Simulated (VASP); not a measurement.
Input of a VASP 6.6.1 run:

Contents of POSCAR:

```
Yb2Al3As2
1.0
    0.0000000000      4.1453580000      0.0000000000
    5.2029620000     -2.0726790000      0.0000000000
    1.2548690000      0.0000000000     -6.6616130000
Al Yb As
3 2 2
Direct
    0.3052000000      0.6104000000      0.8659000000
    0.6948000000      0.3896000000      0.1341000000
    0.0000000000      0.0000000000      0.0000000000
    0.6193700000      0.2387400000      0.6774200000
    0.3806300000      0.7612600000      0.3225800000
    0.0936000000      0.1872000000      0.3617000000
    0.9064000000      0.8128000000      0.6383000000
```

The input INCAR.step1:

```
  ALGO = Normal
  EDIFF = 1E-4
  ENCUT = 520
  GGA = PE
  ISMEAR = -5
  LASPH = T
  LCHARG = F
  LREAL = F
  LWAVE = T
  NBANDS = 42
  NELM = 100
  PREC = Accurate
  SIGMA = 0.1
```

File INCAR.step2:

```
  ALGO = Normal
  EDIFF = 1E-6
  ENCUT = 520
  ISIF = 2
  ISMEAR = -5
  ISTART = 1
  LASPH = T
  LCHARG = F
  LMIXTAU = T
  LREAL = F
  LWAVE = F
  METAGGA = R2SCAN
  NBANDS = 42
  NELM = 100
  PREC = Accurate
  SIGMA = 0.1
```

The input KPOINTS:

```
k-points
0
Gamma
  5 5 3
```

Potentials or basis: VASP PAW PBE potentials, release 64 (Al, Yb, As).

The run is started by

```bash
$ cat potpaw_PBE.64/Al/POTCAR potpaw_PBE.64/Yb/POTCAR potpaw_PBE.64/As/POTCAR > POTCAR
$ cp INCAR.step1 INCAR
$ mpirun -np 1 vasp_std > vasp.out
$ cp INCAR.step2 INCAR
$ mpirun -np 1 vasp_std > vasp.out
```

(1) What does it give for the band gap on the k mesh?

(2) Predict the largest force.

(3) Predict the pressure.

## Answers

(1) zero (an odd number of electrons rules out a gap without spin polarisation).

(2) 1.320 eV/Å.

(3) -2.6 GPa.

Caveat: the stress differs along the axes, from -5 to 0 GPa; the PAW data sets were made with another functional, which shifts forces and pressure a little; spin-orbit coupling is left out, which moves the levels of the heavy elements; tetrahedron occupations give inexact forces and stress in metals.
